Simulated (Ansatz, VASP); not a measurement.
## In: VASP beside Ansatz

```xyz
1
Lattice="-1.7205 1.7205 2.3240 1.7205 -1.7205 2.3240 1.7205 1.7205 -2.3240" Properties=species:S:1:pos:R:3 pbc="T T T"
In    0.0000    0.0000    0.0000
```

Alike in both runs: functional PBE; k mesh 22 × 22 × 22; occupations gaussian, width 0.1 eV; no spin polarisation.

Ansatz relaxed the structure, and its values are those at the end. VASP's run is a single point on that final structure, the one shown.

```csv
,VASP,Ansatz
version,VASP 6.6.1,Ansatz 0.2.0
potentials or method,"VASP PAW PBE potentials, release 64 (In_d), cutoff 520 eV","scalar-relativistic, plane waves, PAW"
valence electrons in the cell,13,13
```

```tsv
	VASP	Ansatz	Ansatz less VASP
gap on the k mesh at the Fermi level (eV)	none	none	-
pressure (GPa)	-0.1	0.0	+0.05
```

A gap of «none» marks a metal or a gap that the smearing closes. The functional is the same, so the differences come from potentials, cutoffs and numerics.
